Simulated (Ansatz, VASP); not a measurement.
## Two plane-wave programs on Sc

INCAR

```
SYSTEM = Sc
ALGO     = Normal         ! electronic algorithm
EDIFF    = 1E-7           ! SCF threshold, eV
EDIFFG   = -0.005         ! ionic threshold
ENCUT    = 600            ! plane-wave cutoff, eV
GGA      = PE             ! functional
IBRION   = 2              ! ionic algorithm
ISIF     = 3              ! what is computed and relaxed
ISMEAR   = -1             ! smearing method
LASPH    = .True.         ! aspherical terms in the spheres
LCHARG   = .False.        ! write CHGCAR
LREAL    = .False.        ! projectors in reciprocal space
LWAVE    = .False.        ! write WAVECAR
NELM     = 100            ! most SCF steps
NSW      = 60             ! ionic steps
PREC     = Accurate       ! precision mode
SIGMA    = 0.08           ! smearing width, eV
```

KPOINTS

```
k-points
0
Gamma
  16 16 16
  0 0 0
```

The input POSCAR:

```
Sc
1.0
    0.0000000000      2.3125339659      2.3125339659
    2.3125339659      0.0000000000      2.3125339659
    2.3125339659      2.3125339659      0.0000000000
Sc
1
Direct
    0.0000000000      0.0000000000      0.0000000000
```

Input for Ansatz:

```yaml
crystal:
  lattice:
    - [0.0, 2.3125339659, 2.3125339659]
    - [2.3125339659, 0.0, 2.3125339659]
    - [2.3125339659, 2.3125339659, 0.0]
  atoms:
    - { symbol: Sc, position: [0.0, 0.0, 0.0] }
kpoints:
  mp_grid: { grid: [16, 16, 16] }
scf:
  occupations: { method: fermi_dirac, width: 0.08 }
hamiltonian:
  xc: pbe
  pseudopotentials: { kind: paw }
output:
  forces: true
  stress: true
relax:
  f_tol: 0.005
  max_steps: 40
  cell: {}
```

Alike in both runs: task relaxation of cell and atoms; functional PBE; k mesh 16 × 16 × 16; occupations fermi-dirac, width 0.08 eV; no spin polarisation.

|  | VASP | Ansatz |
| --- | --- | --- |
| version | VASP 6.6.1 | Ansatz 0.2.0 |
| potentials or method | VASP PAW PBE potentials, release 64 (Sc_sv) | PAW with Ansatz's default frozen-core files, scalar-relativistic |
| plane-wave cutoff (eV) | 600 | 420 |
| valence electrons in the cell | 11 | 11 |

```csv
,VASP,Ansatz,Ansatz less VASP
relaxed volume (Å³/atom),24.76,24.73,-0.023
relaxed cell length with the largest relative difference (Å),3.271,3.270,-0.0010
```
